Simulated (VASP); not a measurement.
# BaTiO3 (Pm-3m) in VASP: settings compared, part 2 of 3

VASP 6.6.1. Earlier steps stand in the parts before.

## Step 3: Single point, r2SCAN

This run uses another cell than the first one, of 12.74 Å³/atom.

Input file POSCAR:

```
BaTiO3
1.0
    3.9940959787      0.0000000000      0.0000000000
    0.0000000000      3.9940959787      0.0000000000
    0.0000000000      0.0000000000      3.9940959787
Ba Ti O
1 1 3
Direct
    0.5000000000      0.5000000000      0.5000000000
    0.0000000000      0.0000000000      0.0000000000
    0.5000000000      0.0000000000      0.0000000000
    0.0000000000      0.5000000000      0.0000000000
    0.0000000000      0.0000000000      0.5000000000
```

Input file INCAR.step1:

```
SYSTEM = BaTiO3
PREC = Accurate
ENCUT = 520
ISMEAR = -1
SIGMA = 0.02
LREAL = .False.
LASPH = .True.
NELM = 100
NBANDS = 28
GGA = PE
ALGO = Normal
EDIFF = 1E-4
LWAVE = .True.
LCHARG = .False.
```

Input file INCAR.step2:

```
SYSTEM = BaTiO3
PREC = Accurate
ENCUT = 520
EDIFF = 1E-6
ISMEAR = -1
SIGMA = 0.02
LREAL = .False.
LASPH = .True.
NELM = 100
ALGO = Normal
ISIF = 2
LWAVE = .False.
LCHARG = .False.
METAGGA = R2SCAN
LMIXTAU = .True.
NBANDS = 28
ISTART = 1
```

Input file KPOINTS:

```
Automatic mesh
0
Gamma
  6 6 6
  0 0 0
```

Potentials or basis: VASP PAW PBE potentials, release 64 (Ba_sv, Ti_sv, O).

Run with:

```
> cat potpaw_PBE.64/Ba_sv/POTCAR potpaw_PBE.64/Ti_sv/POTCAR potpaw_PBE.64/O/POTCAR > POTCAR
> cp INCAR.step1 INCAR
> mpirun -np 1 vasp_std > vasp.out
> cp INCAR.step2 INCAR
> mpirun -np 1 vasp_std > vasp.out
```

OUTCAR:

```text
SYSTEM = BaTiO3
   PREC = Accurate
   ENCUT = 520
   EDIFF = 1E-6
   ISMEAR = -1
   LREAL = .False.
   LASPH = .True.
   NELM = 100
   ISIF = 2
   METAGGA = R2SCAN
   ISTART = 1

 ion  position               nearest neighbor table
   1  0.500  0.500  0.500-   3 2.82   4 2.82   5 2.82   3 2.82   4 2.82   3 2.82   5 2.82   3 2.82
                             4 2.82   5 2.82   4 2.82   5 2.82   2 3.46   2 3.46   2 3.46   2 3.46
   2  0.000  0.000  0.000-   3 2.00   4 2.00   5 2.00   5 2.00   4 2.00   3 2.00   1 3.46   1 3.46
                             1 3.46   1 3.46   1 3.46   1 3.46   1 3.46   1 3.46
   3  0.500  0.000  0.000-   2 2.00   2 2.00   1 2.82   1 2.82   1 2.82   1 2.82
   4  0.000  0.500  0.000-   2 2.00   2 2.00   1 2.82   1 2.82   1 2.82   1 2.82
   5  0.000  0.000  0.500-   2 2.00   2 2.00   1 2.82   1 2.82   1 2.82   1 2.82

  LATTYP: Found a simple cubic cell.
 ALAT       =     3.9940959787

  Lattice vectors:

 A1 = (   3.9940959787,   0.0000000000,   0.0000000000)
 A2 = (   0.0000000000,   3.9940959787,   0.0000000000)
 A3 = (   0.0000000000,   0.0000000000,   3.9940959787)

Analysis of symmetry for initial positions (statically):
=====================================================================
 Subroutine PRICEL returns:
 Original cell was already a primitive cell.

 Routine SETGRP: Setting up the symmetry group for a
 simple cubic supercell.

 Subroutine GETGRP returns: Found 48 space group operations
 (whereof 48 operations were pure point group operations)
 out of a pool of 48 trial point group operations.

The static configuration has the point symmetry O_h .

Analysis of symmetry for dynamics (positions and initial velocities):
=====================================================================
 Subroutine PRICEL returns:
 Original cell was already a primitive cell.

 Routine SETGRP: Setting up the symmetry group for a
 simple cubic supercell.

 Subroutine GETGRP returns: Found 48 space group operations
 (whereof 48 operations were pure point group operations)
 out of a pool of 48 trial point group operations.

The dynamic configuration has the point symmetry O_h .

 Subroutine INISYM returns: Found 48 space group operations
 (whereof 48 operations are pure point group operations),
 and found     1 'primitive' translations

----------------------------------------------------------------------------------------

                                     Primitive cell

  volume of cell :      63.7170

  direct lattice vectors                    reciprocal lattice vectors
     3.994095979  0.000000000  0.000000000     0.250369547  0.000000000  0.000000000
     0.000000000  3.994095979  0.000000000     0.000000000  0.250369547  0.000000000
     0.000000000  0.000000000  3.994095979     0.000000000  0.000000000  0.250369547

  length of vectors
     3.994095979  3.994095979  3.994095979     0.250369547  0.250369547  0.250369547

  position of ions in fractional coordinates (direct lattice)
     0.500000000  0.500000000  0.500000000
     0.000000000  0.000000000  0.000000000
     0.500000000  0.000000000  0.000000000
     0.000000000  0.500000000  0.000000000
     0.000000000  0.000000000  0.500000000
[... 31 lines left out ...]
 ===========================================

 Found     20 irreducible k-points:

 Following reciprocal coordinates:
            Coordinates               Weight
  0.000000  0.000000  0.000000      1.000000
  0.166667  0.000000  0.000000      6.000000
  0.333333  0.000000  0.000000      6.000000
  0.500000  0.000000  0.000000      3.000000
  0.166667  0.166667  0.000000     12.000000
  0.333333  0.166667  0.000000     24.000000
[... 12 lines left out ...]
  0.500000  0.500000  0.333333      6.000000
  0.500000  0.500000  0.500000      1.000000
   k-points           NKPTS =     20   k-points in BZ     NKDIM =     20   number of bands    NBANDS=     28
   number of dos      NEDOS =    301   number of ions     NIONS =      5
   total plane-waves  NPLWV =  27000
   dimension x,y,z NGX =    30 NGY =   30 NGZ =   30
   dimension x,y,z NGXF=    60 NGYF=   60 NGZF=   60
   ions per type =               1   1   3
   NGX,Y,Z   is equivalent  to a cutoff of  12.49, 12.49, 12.49 a.u.
   NGXF,Y,Z  is equivalent  to a cutoff of  24.97, 24.97, 24.97 a.u.
 SYSTEM =  BaTiO3
   PREC   = accura    normal or accurate (medium, high low for compatibility)
   ISTART =      1    job   : 0-new  1-cont  2-samecut
   ICHARG =      0    charge: 1-file 2-atom 10-const
   ISPIN  =      1    spin polarized calculation?
   LNONCOLLINEAR =      F non collinear calculations
   LSORBIT =      F    spin-orbit coupling
   LASPH  =      T    aspherical Exc in radial PAW
   ENCUT  =  520.0 eV  38.22 Ry    6.18 a.u.   7.43  7.43  7.43*2*pi/ulx,y,z
   NELM   =    100;   NELMIN=  2; NELMDL=  0     # of ELM steps
   EDIFF  = 0.1E-05   stopping-criterion for ELM
   LREAL  =      F    real-space projection
   EDIFFG = 0.1E-04   stopping-criterion for IOM
   NSW    =      0    number of steps for IOM
   IBRION =     -1    ionic relax: 0-MD 1-quasi-New 2-CG
   NFREE  =      0    steps in history (QN), initial steepest desc. (CG)
   ISIF   =      2    stress and relaxation
   ISYM   =      2    0-nonsym 1-usesym 2-fastsym
   POTIM  = 0.5000    time-step for ionic-motion
   TEBEG  =    0.0;   TEEND  =   0.0 temperature during run
   PSTRESS=    0.0 pullay stress
   NELECT =      40.0000    total number of electrons
   NUPDOWN=      -1.0000    fix difference up-down
   EMIN   =  10.00;   EMAX   =-10.00  energy-range for DOS
   EFERMI =   0.00;   METHOD = LEGACY
   ISMEAR =    -1;   SIGMA  =   0.02  broadening in eV -4-tet -1-fermi 0-gaus
   EFERMI_NEDOS =   21; number of points for ismear=-14 and -15
   IALGO  =     38    algorithm
   IMIX   =      4    mixing-type and parameters
     AMIX     =   0.40;   BMIX     =  1.00
     AMIX_MAG =   1.60;   BMIX_MAG =  1.00
  volume/ion in A,a.u.               =      12.74        86.00
  Fermi-wavevector in a.u.,A,eV,Ry     =   1.401769  2.648959 26.734839  1.964955
  Thomas-Fermi vector in A             =   2.524597
   LORBIT       =      0    0 simple, 1 ext, 2 COOP (PROOUT), +10 PAW based schemes
   METAGGA = R2SCAN    functional components
   LHFCALC =     F    Hartree Fock is set to
   AEXX    =    0.0000 exact exchange contribution
   IVDW    =     0    specifies the selected vdW correction
   LEPSILON=     F    determine dielectric tensor
   LRPA    =     F    only Hartree local field effects (RPA)
 non-spin polarized calculation
  energy-cutoff  :      520.00
  volume of cell :       63.72
 maximum number of plane-waves:      1743
 NGX is ok and might be reduce to    30
   NGX = 15   NGY = 15   NGZ = 15

 number of electron      39.9999976 magnetization

 Free energy of the ion-electron system (eV)
  ---------------------------------------------------
  ext. energy  EPLUGINS =         0.00000000
  ---------------------------------------------------
  free energy    TOTEN  =       -74.22989068 eV

  energy without entropy =      -74.22989068  energy(sigma->0) =      -74.22989068

 E-fermi :   4.2078     XC(G=0): -11.9554

 val. band max:        3.5809670085   @ k =   0.5000   0.5000   0.5000
 cond. band min:       5.7297256953   @ k =   0.0000   0.0000   0.0000
 fundamental gap:      2.1487586868
 Fermi energy:         4.2078042511

 k-point     1 :       0.0000    0.0000    0.0000
  band No.  band energies     occupation
      1     -55.2729      2.00000
      2     -30.4345      2.00000
      3     -30.4345      2.00000
      4     -30.4345      2.00000
      5     -21.8757      2.00000
      6     -14.2937      2.00000
[... 609 lines left out ...]
     27      11.7466      0.00000
     28      11.7466      0.00000

------------------------ aborting loop because EDIFF is reached ----------------------------------------

  FORCE on cell =-STRESS in cart. coord.  units (eV):
  Direction    XX          YY          ZZ          XY          YZ          ZX
  --------------------------------------------------------------------------------------
  -------------------------------------------------------------------------------------
  Total        0.7878725      0.7878725      0.7878725     -0.0000000      0.0000000      0.0000000
  in kB       19.8112117     19.8112117     19.8112117     -0.0000000      0.0000000      0.0000000
  external PRESSURE =      19.8112117 kB  Pullay stress =       0.0000000 kB

 VOLUME and BASIS-vectors are now :
 -----------------------------------------------------------------------------
  energy-cutoff  :      520.00
  volume of cell :       63.72
      direct lattice vectors                 reciprocal lattice vectors
     3.994095979  0.000000000  0.000000000     0.250369547  0.000000000  0.000000000
     0.000000000  3.994095979  0.000000000     0.000000000  0.250369547  0.000000000
     0.000000000  0.000000000  3.994095979     0.000000000  0.000000000  0.250369547

 POSITION                                       TOTAL-FORCE (eV/Angst)
 -----------------------------------------------------------------------------------
      1.99705      1.99705      1.99705         0.000000      0.000000      0.000000
      0.00000      0.00000      0.00000         0.000000      0.000000      0.000000
      1.99705      0.00000      0.00000         0.000000      0.000000      0.000000
      0.00000      1.99705      0.00000         0.000000      0.000000      0.000000
      0.00000      0.00000      1.99705         0.000000      0.000000      0.000000
 -----------------------------------------------------------------------------------
    total drift:                                0.000000     -0.000000      0.000000

  FREE ENERGIE OF THE ION-ELECTRON SYSTEM (eV)
  ---------------------------------------------------
  free  energy   TOTEN  =       -74.2298906811 eV

  energy  without entropy=      -74.2298906811  energy(sigma->0) =      -74.22989068
```

It took 3.9 min on 1 thread of Intel Xeon 8259CL, shared host; peak memory 0.19 GiB.

Results:

```yaml
Free_energy: -74.2299 eV
Pressure: 2.0 GPa
Band_gap_on_the_k_mesh: 2.15 eV (least direct gap 2.30 eV)
```

Levels at points of the mesh, in eV from the valence-band top:
```tsv
k point	band 16	band 17	band 18	band 19	band 20	band 21	band 22	band 23	band 24	band 25
(0.00, 0.00, 0.00)	-1.13	-1.13	-0.15	-0.15	-0.15	2.15	2.15	2.15	4.21	4.21
(0.50, 0.00, 0.00)	-1.94	-1.83	-1.83	-0.75	-0.75	2.30	3.88	3.88	4.22	6.37
(0.50, 0.50, 0.00)	-2.71	-1.78	-0.88	-0.88	-0.09	3.89	3.89	4.34	5.14	8.16
(0.50, 0.50, 0.50)	-2.42	-2.42	0.00	0.00	0.00	4.58	4.58	4.58	7.44	7.44
```

Caveat: the PAW data sets were made with another functional, which shifts forces and pressure a little; spin-orbit coupling is left out, which moves the levels of the heavy elements.

[end of part 2 of 3]
